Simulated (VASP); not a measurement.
# Hf (Im-3m) in VASP: notebook

Hf is run at these levels: PBE; tasks: single point.

All numbers are computed with VASP 6.6.1; they aren't measurements. Logs are shortened: lines on timing, memory, paths and dates and some standing lists are left out, and cuts for length are marked.

## 1. The cell of the first run

Symmetry: Im-3m, No. 229, cubic system. The conventional cell has a = 3.642 Å, b = 3.642 Å, c = 3.642 Å, α = 90.00°, β = 90.00°, γ = 90.00°. Hf (site symmetry m-3m) has 14 Hf at 3.15 to 3.64 Å within 4.2 Å.

## 2. Single point, PBE

Input file INCAR:

```
SYSTEM = Hf
  PREC = Accurate
  ENCUT = 520
  EDIFF = 1E-7
  ISMEAR = -1
  SIGMA = 0.1
  LREAL = .False.
  LASPH = .True.
  NELM = 80
  ALGO = Normal
  ISIF = 2
  LWAVE = .False.
  LCHARG = .False.
  GGA = PE
  NBANDS = 11
```

Input file KPOINTS:

```
Automatic mesh
0
Gamma
  9 9 9
  0 0 0
```

Input file POSCAR:

```
Hf
1.0
   -1.8209039032      1.8209039032      1.8209039032
    1.8209039032     -1.8209039032      1.8209039032
    1.8209039032      1.8209039032     -1.8209039032
Hf
1
Direct
    0.0000000000      0.0000000000      0.0000000000
```

Potentials or basis: VASP PAW PBE potentials, release 64 (Hf_pv).

The run is started by

```sh
cat potpaw_PBE.64/Hf_pv/POTCAR > POTCAR
mpirun -np 1 vasp_std > vasp.out
```

OUTCAR:

```text
SYSTEM = Hf
   PREC = Accurate
   ENCUT = 520
   EDIFF = 1E-7
   ISMEAR = -1
   LREAL = .False.
   LASPH = .True.
   NELM = 80
   ISIF = 2
   GGA = PE

 ion  position               nearest neighbor table
   1  0.000  0.000  0.000-

  LATTYP: Found a body centered cubic cell.
 ALAT       =     3.6418078064

  Lattice vectors:

 A1 = (  -1.8209039032,   1.8209039032,   1.8209039032)
 A2 = (   1.8209039032,  -1.8209039032,   1.8209039032)
 A3 = (   1.8209039032,   1.8209039032,  -1.8209039032)

Analysis of symmetry for initial positions (statically):
=====================================================================
 Subroutine PRICEL returns:
 Original cell was already a primitive cell.

 Routine SETGRP: Setting up the symmetry group for a
 body centered cubic supercell.

 Subroutine GETGRP returns: Found 48 space group operations
 (whereof 48 operations were pure point group operations)
 out of a pool of 48 trial point group operations.

The static configuration has the point symmetry O_h .

Analysis of symmetry for dynamics (positions and initial velocities):
=====================================================================
 Subroutine PRICEL returns:
 Original cell was already a primitive cell.

 Routine SETGRP: Setting up the symmetry group for a
 body centered cubic supercell.

 Subroutine GETGRP returns: Found 48 space group operations
 (whereof 48 operations were pure point group operations)
 out of a pool of 48 trial point group operations.

The dynamic configuration has the point symmetry O_h .

 Subroutine INISYM returns: Found 48 space group operations
 (whereof 48 operations are pure point group operations),
 and found     1 'primitive' translations

----------------------------------------------------------------------------------------

                                     Primitive cell

  volume of cell :      24.1502

  direct lattice vectors                    reciprocal lattice vectors
    -1.820903903  1.820903903  1.820903903     0.000000000  0.274588900  0.274588900
     1.820903903 -1.820903903  1.820903903     0.274588900  0.000000000  0.274588900
     1.820903903  1.820903903 -1.820903903     0.274588900  0.274588900  0.000000000

  length of vectors
     3.153898076  3.153898076  3.153898076     0.388327347  0.388327347  0.388327347

  position of ions in fractional coordinates (direct lattice)
     0.000000000  0.000000000  0.000000000

  ion indices of the primitive-cell ions
   primitive index   ion index
                 1           1

----------------------------------------------------------------------------------------

 KPOINTS: Automatic mesh

Automatic generation of k-mesh.
 Grid dimensions read from file:
 generate k-points for:    9    9    9

 Generating k-lattice:

  Cartesian coordinates                     Fractional coordinates (reciprocal lattice)
     0.000000000  0.030509878  0.030509878     0.111111111  0.000000000  0.000000000
     0.030509878  0.000000000  0.030509878     0.000000000  0.111111111  0.000000000
     0.030509878  0.030509878  0.000000000     0.000000000  0.000000000  0.111111111

  Length of vectors
     0.043147483  0.043147483  0.043147483

  Shift w.r.t. Gamma in fractional coordinates (k-lattice)
     0.000000000  0.000000000  0.000000000

 Subroutine IBZKPT returns following result:
 ===========================================

 Found     35 irreducible k-points:

 Following reciprocal coordinates:
            Coordinates               Weight
  0.000000  0.000000  0.000000      1.000000
  0.111111  0.000000  0.000000     12.000000
  0.222222  0.000000  0.000000     12.000000
  0.333333  0.000000  0.000000     12.000000
  0.444444  0.000000  0.000000     12.000000
  0.111111  0.111111  0.000000     24.000000
[... 16 lines left out ...]
 -0.333333  0.444444  0.111111     48.000000
 -0.444444 -0.444444  0.111111     24.000000
 [... further k-points ...]
   k-points           NKPTS =     35   k-points in BZ     NKDIM =     35   number of bands    NBANDS=     11
   number of dos      NEDOS =    301   number of ions     NIONS =      1
   total plane-waves  NPLWV =  13824
   dimension x,y,z NGX =    24 NGY =   24 NGZ =   24
   dimension x,y,z NGXF=    48 NGYF=   48 NGZF=   48
   ions per type =               1
   NGX,Y,Z   is equivalent  to a cutoff of  12.65, 12.65, 12.65 a.u.
   NGXF,Y,Z  is equivalent  to a cutoff of  25.30, 25.30, 25.30 a.u.
 SYSTEM =  Hf
   PREC   = accura    normal or accurate (medium, high low for compatibility)
   ISTART =      0    job   : 0-new  1-cont  2-samecut
   ICHARG =      2    charge: 1-file 2-atom 10-const
   ISPIN  =      1    spin polarized calculation?
   LNONCOLLINEAR =      F non collinear calculations
   LSORBIT =      F    spin-orbit coupling
   LASPH  =      T    aspherical Exc in radial PAW
   ENCUT  =  520.0 eV  38.22 Ry    6.18 a.u.   5.86  5.86  5.86*2*pi/ulx,y,z
   NELM   =     80;   NELMIN=  2; NELMDL= -5     # of ELM steps
   EDIFF  = 0.1E-06   stopping-criterion for ELM
   LREAL  =      F    real-space projection
   EDIFFG = 0.1E-05   stopping-criterion for IOM
   NSW    =      0    number of steps for IOM
   IBRION =     -1    ionic relax: 0-MD 1-quasi-New 2-CG
   NFREE  =      0    steps in history (QN), initial steepest desc. (CG)
   ISIF   =      2    stress and relaxation
   ISYM   =      2    0-nonsym 1-usesym 2-fastsym
   POTIM  = 0.5000    time-step for ionic-motion
   TEBEG  =    0.0;   TEEND  =   0.0 temperature during run
   PSTRESS=    0.0 pullay stress
   NELECT =      10.0000    total number of electrons
   NUPDOWN=      -1.0000    fix difference up-down
   EMIN   =  10.00;   EMAX   =-10.00  energy-range for DOS
   EFERMI =   0.00;   METHOD = LEGACY
   ISMEAR =    -1;   SIGMA  =   0.10  broadening in eV -4-tet -1-fermi 0-gaus
   EFERMI_NEDOS =   21; number of points for ismear=-14 and -15
   IALGO  =     38    algorithm
   IMIX   =      4    mixing-type and parameters
     AMIX     =   0.40;   BMIX     =  1.00
     AMIX_MAG =   1.60;   BMIX_MAG =  1.00
  volume/ion in A,a.u.               =      24.15       162.97
  Fermi-wavevector in a.u.,A,eV,Ry     =   1.220210  2.305862 20.257874  1.488912
  Thomas-Fermi vector in A             =   2.355435
   LORBIT       =      0    0 simple, 1 ext, 2 COOP (PROOUT), +10 PAW based schemes
   GGA     = PE    functional components
   LHFCALC =     F    Hartree Fock is set to
   AEXX    =    0.0000 exact exchange contribution
   IVDW    =     0    specifies the selected vdW correction
   LEPSILON=     F    determine dielectric tensor
   LRPA    =     F    only Hartree local field effects (RPA)
 non-spin polarized calculation
  energy-cutoff  :      520.00
  volume of cell :       24.15
 maximum number of plane-waves:       664
   NGX = 11   NGY = 11   NGZ = 11

 number of electron      10.0000000 magnetization

 number of electron       9.9999997 magnetization

 Free energy of the ion-electron system (eV)
  ---------------------------------------------------
  ext. energy  EPLUGINS =         0.00000000
  ---------------------------------------------------
  free energy    TOTEN  =        -9.72862355 eV

  energy without entropy =       -9.65218789  energy(sigma->0) =       -9.69040572

 E-fermi :   4.0911     XC(G=0): -10.9424

 val. band max:        4.0748755295   @ k =   0.3333   0.0000   0.0000
 cond. band min:       4.1220102116   @ k =  -0.2222   0.3333   0.1111
 fundamental gap:      0.0471346821
 Fermi energy:         4.0911316365

 k-point     1 :       0.0000    0.0000    0.0000
  band No.  band energies     occupation
      1     -26.0623      2.00000
      2     -26.0623      2.00000
      3     -26.0623      2.00000
      4      -2.7112      2.00000
      5       5.5345      0.00000
      6       5.5345      0.00000
      7       5.5345      0.00000
      8       8.0989      0.00000
      9       8.0989      0.00000
     10      16.9969      0.00000
     11      16.9969      0.00000

 k-point     2 :       0.1111    0.0000    0.0000
  band No.  band energies     occupation
      1     -26.1398      2.00000
      2     -26.0871      2.00000
      3     -26.0624      2.00000
      4      -2.2994      2.00000
      5       5.2597      0.00002
      6       5.3973      0.00000
      7       5.9396      0.00000
      8       7.7320      0.00000
      9       8.1023      0.00000
     10      17.0449      0.00000
     11      17.3337      0.00000

 k-point     3 :       0.2222    0.0000    0.0000
  band No.  band energies     occupation
      1     -26.3310      2.00000
      2     -26.1493      2.00000
      3     -26.0628      2.00000
      4      -1.1922      2.00000
      5       4.6541      0.00715
      6       4.8037      0.00161
      7       7.1108      0.00000
      8       7.5702      0.00000
      9       8.1890      0.00000
     10      17.0377      0.00000
     11      17.2320      0.00000

 k-point     4 :       0.3333    0.0000    0.0000
  band No.  band energies     occupation
      1     -26.5404      2.00000
      2     -26.2191      2.00000
      3     -26.0634      2.00000
      4       0.1364      2.00000
      5       4.0749      1.08110
      6       4.3290      0.16963
      7       7.8672      0.00000
      8       8.4487      0.00000
      9       8.8785      0.00000
     10      15.4854      0.00000
     11      15.6444      0.00000
[... 239 lines left out ...]
 k-point    22 :      -0.4444    0.4444    0.1111
  band No.  band energies     occupation
      1     -26.6528      2.00000
      2     -26.2925      2.00000
      3     -26.1183      2.00000
      4       1.2419      2.00000
      5       4.1398      0.76153
      6       4.2040      0.48877
      7       7.0545      0.00000
      8       9.1773      0.00000
      9      10.5624      0.00000
     10      13.4482      0.00000
     11      15.7993      0.00000

 k-point    23 :      -0.3333    0.4444    0.1111
  band No.  band energies     occupation
      1     -26.5801      2.00000
      2     -26.3317      2.00000
      3     -26.1636      2.00000
      4       1.5462      2.00000
      5       3.5712      1.98902
      6       4.5536      0.01943
      7       6.8742      0.00000
      8       8.6071      0.00000
      9      10.2418      0.00000
     10      13.9236      0.00000
     11      17.0087      0.00000

 k-point    24 :      -0.4444   -0.4444    0.1111
  band No.  band energies     occupation
      1     -26.6280      2.00000
      2     -26.3648      2.00000
      3     -26.1631      2.00000
      4       1.9231      2.00000
      5       3.7499      1.93616
      6       4.1936      0.52834
      7       6.8344      0.00000
      8       9.2936      0.00000
      9      11.5616      0.00000
     10      12.4569      0.00000
     11      15.7778      0.00000

 [... further k-points ...]
[... 5 lines left out ...]
  --------------------------------------------------------------------------------------
  -------------------------------------------------------------------------------------
  Total       -1.0505172     -1.0505172     -1.0505172     -0.0000000     -0.0000000      0.0000000
  in kB      -69.6935620    -69.6935620    -69.6935620     -0.0000000     -0.0000000      0.0000000
  external PRESSURE =     -69.6935620 kB  Pullay stress =       0.0000000 kB

 VOLUME and BASIS-vectors are now :
 -----------------------------------------------------------------------------
  energy-cutoff  :      520.00
  volume of cell :       24.15
      direct lattice vectors                 reciprocal lattice vectors
    -1.820903903  1.820903903  1.820903903     0.000000000  0.274588900  0.274588900
     1.820903903 -1.820903903  1.820903903     0.274588900  0.000000000  0.274588900
     1.820903903  1.820903903 -1.820903903     0.274588900  0.274588900  0.000000000

 POSITION                                       TOTAL-FORCE (eV/Angst)
 -----------------------------------------------------------------------------------
      0.00000      0.00000      0.00000         0.000000     -0.000000      0.000000
 -----------------------------------------------------------------------------------
    total drift:                                0.000000      0.000000     -0.000000

  FREE ENERGIE OF THE ION-ELECTRON SYSTEM (eV)
  ---------------------------------------------------
  free  energy   TOTEN  =        -9.7286235548 eV

  energy  without entropy=       -9.6521878881  energy(sigma->0) =       -9.69040572
```

Wall time 3.1 s (1 thread of Intel Xeon 6975P-C (Granite Rapids), shared host); peak memory 0.14 GiB.

Results:

```
Free energy            : -9.7286 eV
Pressure               : -7.0 GPa
Band gap on the k mesh : zero (band 5 reaches 5.53 eV, above the bottom of band 6 at 3.39 eV)
```

Caveat: spin-orbit coupling is left out, which moves the levels of the heavy elements.

## 3. Single point, PBE

This run uses another cell than the first one, of 24.78 Å³/atom, 1.026 times its volume.

Input file INCAR:

```
SYSTEM = Hf
PREC = Accurate ; ENCUT = 520
EDIFF = 1E-6 ; ISMEAR = -1
SIGMA = 0.1 ; LREAL = .FALSE.
LASPH = .TRUE. ; NELM = 100
ALGO = Normal ; ISIF = 2
LWAVE = .FALSE. ; LCHARG = .FALSE.
GGA = PE ; NBANDS = 11
```

Input file KPOINTS:

```
regular mesh
0
G
  9 9 9
  0 0 0
```

Input file POSCAR:

```
Hf
1.0
   -1.8365347441      1.8365347441      1.8365347441
    1.8365347441     -1.8365347441      1.8365347441
    1.8365347441      1.8365347441     -1.8365347441
Hf
1
Direct
    0.0000000000      0.0000000000      0.0000000000
```

Potentials or basis: VASP PAW PBE potentials, release 64 (Hf_pv).

The run is started by

```sh
cat potpaw_PBE.64/Hf_pv/POTCAR > POTCAR
mpirun -np 1 vasp_std > vasp.out
```

Run time: 3.1 s. Hardware: 1 thread of Intel Xeon 6975P-C (Granite Rapids), shared host; peak memory 0.14 GiB.

The run converged. Its results:

```yaml
Free_energy: -9.6977 eV
Pressure: -8.8 GPa
Band_gap_on_the_k_mesh: zero (band 5 reaches 5.35 eV, above the bottom of band 6 at 3.24 eV)
```

Levels at points of the mesh, in eV from the Fermi level:
```tsv
k point	band 2	band 3	band 4	band 5	band 6	band 7	band 8	band 9
(0.00, 0.00, 0.00)	-30.26	-30.26	-6.72	1.42	1.42	1.42	3.91	3.91
```

Caveat: spin-orbit coupling is left out, which moves the levels of the heavy elements.

## 4. Single point, PBE

This run uses another cell than the first one, of 25.40 Å³/atom, 1.052 times its volume.

Input file INCAR:

```
SYSTEM = Hf
ALGO     = Normal         ! electronic algorithm
EDIFF    = 1E-6           ! SCF threshold, eV
ENCUT    = 520            ! plane-wave cutoff, eV
GGA      = PE             ! functional
ISIF     = 2              ! what is computed and relaxed
ISMEAR   = -1             ! smearing method
LASPH    = .True.         ! aspherical terms in the spheres
LCHARG   = .True.         ! write CHGCAR
LELF     = .True.         ! ELF
LREAL    = .False.        ! projectors in reciprocal space
LVHAR    = .True.       
LWAVE    = .False.        ! write WAVECAR
NBANDS   = 11             ! bands
NELM     = 100            ! most SCF steps
PREC     = Accurate       ! precision mode
SIGMA    = 0.1            ! smearing width, eV
```

Input file KPOINTS:

```
k-points
0
Gamma
  9 9 9
  0 0 0
```

Input file POSCAR:

```
Hf
1.0
   -1.8519039503      1.8519039503      1.8519039503
    1.8519039503     -1.8519039503      1.8519039503
    1.8519039503      1.8519039503     -1.8519039503
Hf
1
Direct
    0.0000000000      0.0000000000      0.0000000000
```

The run is started by

```sh
cat potpaw_PBE.64/Hf_pv/POTCAR > POTCAR
mpirun -np 1 vasp_std > vasp.out
```

Run time: 3.1 s. Hardware: 1 thread of Intel Xeon 6975P-C (Granite Rapids), shared host; peak memory 0.14 GiB.

The run converged. Its results:

- Free energy: -9.6600 eV
- Pressure: -10.5 GPa
- Band gap on the k mesh: zero (band 5 reaches 5.17 eV, above the bottom of band 6 at 3.10 eV)

Levels at points of the mesh, in eV from the Fermi level:
```
           k point  band 1  band 2  band 3  band 4  band 5  band 6  band 7  band 8  band 9  band 10
(0.00, 0.00, 0.00)  -30.36  -30.36  -30.36   -6.64    1.39    1.39    1.39    3.82    3.82    12.67
```

Caveat: spin-orbit coupling is left out, which moves the levels of the heavy elements.

## 5. The runs side by side

| cell | gap on the mesh (eV) | pressure (GPa) |
| --- | --- | --- |
| a = 3.154 Å, angles 109.5°, 1 atom | none | -7.0 |
| a = 3.181 Å, angles 109.5°, 1 atom | none | -8.8 |
| a = 3.208 Å, angles 109.5°, 1 atom | none | -10.5 |

Alike in all rows: task single point; level PBE; potentials or basis VASP PAW PBE potentials, release 64 (Hf_pv); no spin polarisation; k mesh 9 × 9 × 9; cutoff (eV) 520; smearing fermi-dirac 0.1 eV.

Caveats: spin-orbit coupling is left out, which moves the levels of the heavy elements.

Total energies depend on the potentials used, so only differences within one code and one set of settings carry meaning.
